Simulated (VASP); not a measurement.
Input of a VASP 6.6.1 run:

File INCAR:

```
SYSTEM = W5C
  PREC = Accurate
  ENCUT = 520
  EDIFF = 1E-6
  ISMEAR = 0
  SIGMA = 0.1
  LREAL = .FALSE.
  LASPH = .TRUE.
  NELM = 60
  ALGO = Normal
  ISIF = 2
  LWAVE = .FALSE.
  LCHARG = .FALSE.
  LDIPOL = .TRUE.
  IDIPOL = 3
  DIPOL = 0.5 0.5 0.485
  GGA = PS
  NBANDS = 46
```

The input KPOINTS:

```
regular mesh
0
G
  9 9 1
  0 0 0
```

Contents of POSCAR:

```
W5C
1.0
    3.1543602768      0.0000000000      0.0000000000
    0.0000000000      3.1543602768      0.0000000000
    0.0000000000      0.0000000000     25.3087205537
W C
5 1
Direct
    0.5000000000      0.5000000000      0.3358526158
    0.0000000000      0.0000000000      0.3981702717
    0.5000000000      0.5000000000      0.4604245957
    0.0000000000      0.0000000000      0.5204336149
    0.5000000000      0.5000000000      0.5899767485
    0.0000000000      0.0000000000      0.6044091908
```

Potentials or basis: VASP PAW PBE potentials, release 64 (W_sv, C).

Command:

```bash
$ cat potpaw_PBE.64/W_sv/POTCAR potpaw_PBE.64/C/POTCAR > POTCAR
$ mpirun -np 1 vasp_std > vasp.out
```

**Question.** What does it give for the largest force?

**Answer.** 1.811 eV/Å.

**Question.** What does it give for the band gap on the k mesh?

**Answer.** Zero (bands 37 and 38 overlap by 1.37 eV).

Forces on the atoms (eV/Å):
```
W    0.000  0.000  1.771
W    0.000  0.000 -1.811
W    0.000  0.000 -0.023
W    0.000  0.000  0.017
W    0.000  0.000 -0.009
C    0.000  0.000  0.054
```

Caveat: the PAW data sets were made with another functional, which shifts forces and pressure a little; spin-orbit coupling is left out, which moves the levels of the heavy elements.
